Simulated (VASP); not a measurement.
# Nb (I4/mmm) in VASP: further runs, part 2 of 3

VASP 6.6.1. The steps go on from the part before.

**4. Single point, PBE**

The input, INCAR:

```
SYSTEM = Nb
ALGO = Fast ; EDIFF = 1E-6
ENCUT = 520 ; GGA = PE
ISIF = 2 ; ISMEAR = 0
LASPH = .True. ; LCHARG = .True.
LELF = .True. ; LREAL = .False.
LVHAR = .True. ; LWAVE = .False.
NBANDS = 12 ; NELM = 60
PREC = Accurate ; SIGMA = 0.15
```

The input, KPOINTS:

```
k-points
0
Gamma
  22 22 22
  0 0 0
```

The input, POSCAR:

```
Nb
1.0
   -1.7108463054      1.7108463054      1.5739786010
    1.7108463054     -1.7108463054      1.5739786010
    1.7108463054      1.7108463054     -1.5739786010
Nb
1
Direct
    0.0000000000      0.0000000000      0.0000000000
```

Potentials or basis: VASP PAW PBE potentials, release 64 (Nb_sv).

Command:

```bash
> cat potpaw_PBE.64/Nb_sv/POTCAR > POTCAR
> mpirun -np 1 vasp_std > vasp.out
```

OUTCAR:

```text
SYSTEM = Nb
   EDIFF = 1E-6
   ENCUT = 520
   GGA = PE
   ISIF = 2
   ISMEAR = 0
   LASPH = .True.
   LREAL = .False.
   NELM = 60
   PREC = Accurate

 ion  position               nearest neighbor table
   1  0.000  0.000  0.000-

  LATTYP: Found a body centered tetragonal cell.
 ALAT       =     3.4216926108
 C/A-ratio  =     0.9200000000

  Lattice vectors:

 A1 = (  -1.7108463054,   1.7108463054,   1.5739786010)
 A2 = (   1.7108463054,  -1.7108463054,   1.5739786010)
 A3 = (   1.7108463054,   1.7108463054,  -1.5739786010)

Analysis of symmetry for initial positions (statically):
=====================================================================
 Subroutine PRICEL returns:
 Original cell was already a primitive cell.

 Routine SETGRP: Setting up the symmetry group for a
 body centered tetragonal supercell.

 Subroutine GETGRP returns: Found 16 space group operations
 (whereof 16 operations were pure point group operations)
 out of a pool of 16 trial point group operations.

The static configuration has the point symmetry D_4h.

Analysis of symmetry for dynamics (positions and initial velocities):
=====================================================================
 Subroutine PRICEL returns:
 Original cell was already a primitive cell.

 Routine SETGRP: Setting up the symmetry group for a
 body centered tetragonal supercell.

 Subroutine GETGRP returns: Found 16 space group operations
 (whereof 16 operations were pure point group operations)
 out of a pool of 16 trial point group operations.

The dynamic configuration has the point symmetry D_4h.

 Subroutine INISYM returns: Found 16 space group operations
 (whereof 16 operations are pure point group operations),
 and found     1 'primitive' translations

----------------------------------------------------------------------------------------

                                     Primitive cell

[... 115 lines left out ...]
   AEXX    =    0.0000 exact exchange contribution
   IVDW    =     0    specifies the selected vdW correction
   LEPSILON=     F    determine dielectric tensor
   LRPA    =     F    only Hartree local field effects (RPA)
 non-spin polarized calculation
 RMM-DIIS sequential band-by-band and
 Gauss-broadening in eV      SIGMA  =   0.15
  energy-cutoff  :      520.00
  volume of cell :       18.43
 maximum number of plane-waves:       517
 NGX is ok and might be reduce to    24
   NGX = 11   NGY = 11   NGZ = 11

 number of electron      13.0000001 magnetization

 Free energy of the ion-electron system (eV)
  ---------------------------------------------------
  ext. energy  EPLUGINS =         0.00000000
  ---------------------------------------------------
  free energy    TOTEN  =       -10.19859001 eV

  energy without entropy =      -10.18220414  energy(sigma->0) =      -10.19039708

 E-fermi :  10.8944     XC(G=0): -12.3808

 val. band max:       10.8910803203   @ k =  -0.4091   0.0909   0.0455
 cond. band min:      10.8945205769   @ k =  -0.3636   0.3636   0.1364
 fundamental gap:      0.0034402567
 Fermi energy:        10.8943900250

 k-point     1 :       0.0000    0.0000    0.0000
  band No.  band energies     occupation
      1     -43.5325      2.00000
      2     -18.8792      2.00000
      3     -18.8792      2.00000
      4     -18.8695      2.00000
      5       4.9623      2.00000
      6      10.6645      1.96983
      7      11.6132      0.00000
      8      11.6132      0.00000
      9      13.3646      0.00000
     10      14.6411      0.00000
     11      24.5940      0.00000
     12      24.5940      0.00000
[... 331 lines left out ...]
 k-point    24 :      -0.4545    0.0455   -0.0000
  band No.  band energies     occupation
      1     -43.3100      2.00000
      2     -20.0748      2.00000
      3     -19.2837      2.00000
      4     -18.9394      2.00000
      5       7.3303      2.00000
      6       9.0886      2.00000
      7      12.6006      0.00000
      8      14.1186      0.00000
      9      15.1552      0.00000
     10      16.7042      0.00000
     11      22.5618      0.00000
     12      23.5646      0.00000

 [... further k-points ...]

------------------------ aborting loop because EDIFF is reached ----------------------------------------

  FORCE on cell =-STRESS in cart. coord.  units (eV):
  Direction    XX          YY          ZZ          XY          YZ          ZX
  --------------------------------------------------------------------------------------
  -------------------------------------------------------------------------------------
  Total       -0.5682502     -0.5682502      0.2791678      0.0000000     -0.0000000      0.0000000
  in kB      -49.4048286    -49.4048286     24.2714167      0.0000000     -0.0000000      0.0000000
  external PRESSURE =     -24.8460802 kB  Pullay stress =       0.0000000 kB

 VOLUME and BASIS-vectors are now :
 -----------------------------------------------------------------------------
  energy-cutoff  :      520.00
  volume of cell :       18.43
      direct lattice vectors                 reciprocal lattice vectors
    -1.710846305  1.710846305  1.573978601     0.000000000  0.292253020  0.317666326
     1.710846305 -1.710846305  1.573978601     0.292253020  0.000000000  0.317666326
     1.710846305  1.710846305 -1.573978601     0.292253020  0.292253020  0.000000000

 POSITION                                       TOTAL-FORCE (eV/Angst)
 -----------------------------------------------------------------------------------
      0.00000      0.00000      0.00000         0.000000      0.000000      0.000000
 -----------------------------------------------------------------------------------
    total drift:                                0.000000      0.000000      0.000000

  FREE ENERGIE OF THE ION-ELECTRON SYSTEM (eV)
  ---------------------------------------------------
  free  energy   TOTEN  =       -10.1985900144 eV

  energy  without entropy=      -10.1822041402  energy(sigma->0) =      -10.19039708
```

It took 91 s on 1 thread of Intel Xeon 6975P-C (Granite Rapids), shared host; peak memory 0.29 GiB.

Results:

| Quantity | Value |
| --- | --- |
| Free energy | -10.1986 eV |
| Pressure | -2.5 GPa |
| Band gap on the k mesh | zero (an odd number of electrons rules out a gap without spin polarisation) |

**5. Single point, PBE**

The input, INCAR:

```
SYSTEM = Nb
ALGO = Fast
EDIFF = 1E-6
ENCUT = 520
GGA = PE
ISIF = 2
ISMEAR = 0
LASPH = .True.
LCHARG = .True.
LELF = .True.
LREAL = .False.
LVHAR = .True.
LWAVE = .False.
NBANDS = 12
NELM = 80
PREC = Accurate
SIGMA = 0.15
```

KPOINTS is that of step 4.

The input, POSCAR:

```
Nb
1.0
   -1.6119171290      1.6119171290      1.7731088419
    1.6119171290     -1.6119171290      1.7731088419
    1.6119171290      1.6119171290     -1.7731088419
Nb
1
Direct
    0.0000000000      0.0000000000      0.0000000000
```

Potentials or basis: VASP PAW PBE potentials, release 64 (Nb_sv).

Command:

```bash
> cat potpaw_PBE.64/Nb_sv/POTCAR > POTCAR
> mpirun -np 1 vasp_std > vasp.out
```

OUTCAR:

```text
SYSTEM = Nb
   EDIFF = 1E-6
   ENCUT = 520
   GGA = PE
   ISIF = 2
   ISMEAR = 0
   LASPH = .True.
   LREAL = .False.
   NELM = 80
   PREC = Accurate

 ion  position               nearest neighbor table
   1  0.000  0.000  0.000-

  LATTYP: Found a body centered tetragonal cell.
 ALAT       =     3.2238342580
 C/A-ratio  =     1.1000000000

  Lattice vectors:

 A1 = (  -1.6119171290,   1.6119171290,   1.7731088419)
[... 539 lines left out ...]
      9      14.9664      0.00000
     10      16.5711      0.00000
     11      22.5548      0.00000
     12      22.9979      0.00000

 [... further k-points ...]

------------------------ aborting loop because EDIFF is reached ----------------------------------------

  FORCE on cell =-STRESS in cart. coord.  units (eV):
  Direction    XX          YY          ZZ          XY          YZ          ZX
  --------------------------------------------------------------------------------------
  -------------------------------------------------------------------------------------
  Total        0.1352561      0.1352561     -1.0992957      0.0000000     -0.0000000      0.0000000
  in kB       11.7594367     11.7594367    -95.5749957      0.0000000     -0.0000000      0.0000000
  external PRESSURE =     -24.0187074 kB  Pullay stress =       0.0000000 kB

 VOLUME and BASIS-vectors are now :
 -----------------------------------------------------------------------------
  energy-cutoff  :      520.00
  volume of cell :       18.43
      direct lattice vectors                 reciprocal lattice vectors
    -1.611917129  1.611917129  1.773108842     0.000000000  0.310189644  0.281990585
     1.611917129 -1.611917129  1.773108842     0.310189644  0.000000000  0.281990585
     1.611917129  1.611917129 -1.773108842     0.310189644  0.310189644  0.000000000

 POSITION                                       TOTAL-FORCE (eV/Angst)
 -----------------------------------------------------------------------------------
      0.00000      0.00000      0.00000         0.000000      0.000000      0.000000
 -----------------------------------------------------------------------------------
    total drift:                                0.000000      0.000000     -0.000000

  FREE ENERGIE OF THE ION-ELECTRON SYSTEM (eV)
  ---------------------------------------------------
  free  energy   TOTEN  =       -10.1835360930 eV

  energy  without entropy=      -10.1670043260  energy(sigma->0) =      -10.17527021
```

OSZICAR:

```text
N       E                     dE             d eps       ncg     rms          rms(c)
DAV:   1     0.116757584859E+03    0.11676E+03   -0.72623E+03 20136   0.108E+03
DAV:   2    -0.576584939687E+01   -0.12252E+03   -0.11805E+03 21484   0.388E+02
DAV:   3    -0.103292501272E+02   -0.45634E+01   -0.43407E+01 28964   0.657E+01
[... 12 lines left out ...]
RMM:  16    -0.101835438304E+02   -0.13536E-04   -0.95252E-05 27816   0.417E-02    0.107E-01
RMM:  17    -0.101835477792E+02   -0.39488E-05   -0.42417E-05 26448   0.417E-02    0.905E-02
RMM:  18    -0.101835448008E+02    0.29784E-05   -0.29005E-05 27736   0.413E-02    0.737E-02
RMM:  19    -0.101835366427E+02    0.81581E-05   -0.25662E-05 29526   0.606E-02    0.398E-02
RMM:  20    -0.101835360930E+02    0.54969E-06   -0.90699E-06 23032   0.334E-02
   1 F= -.10183536E+02 E0= -.10175270E+02  d E =-.165318E-01
```

stdout:

```text
POSCAR found type information on POSCAR Nb
 POSCAR found :  1 types and       1 ions
 scaLAPACK will be used
 LDA part: xc-table for (Slater+PW92), standard interpolation
 POSCAR, INCAR and KPOINTS ok, starting setup
 FFT: planning ... GRIDC
 FFT: planning ... GRID_SOFT
 FFT: planning ... GRID
 WAVECAR not read
 entering main loop
WARNING in EDDRMM: call to ZHEGV failed, returncode =   8  4     11
WARNING in EDDRMM: call to ZHEGV failed, returncode =   8  4     11
WARNING in EDDRMM: call to ZHEGV failed, returncode =   6  3     12
```

It took 98 s on 1 thread of Intel Xeon 6975P-C (Granite Rapids), shared host; peak memory 0.29 GiB.

Results:

- Free energy: -10.1835 eV
- Pressure: -2.4 GPa
- Band gap on the k mesh: zero (an odd number of electrons rules out a gap without spin polarisation)

Levels at points of the mesh, in eV from the Fermi level:
```tsv
k point	band 4	band 5	band 6	band 7	band 8	band 9
(0.00, 0.00, 0.00)	-29.79	-5.95	0.08	0.08	1.05	2.44
(0.50, 0.00, 0.00)	-29.79	-3.64	-1.23	1.94	2.36	4.04
(0.50, 0.50, 0.00)	-29.88	-3.74	-2.28	2.60	4.02	4.30
(0.50, 0.50, 0.50)	-30.56	-3.75	-3.50	5.21	5.52	5.52
```

(Continued in part 3 of 3.)
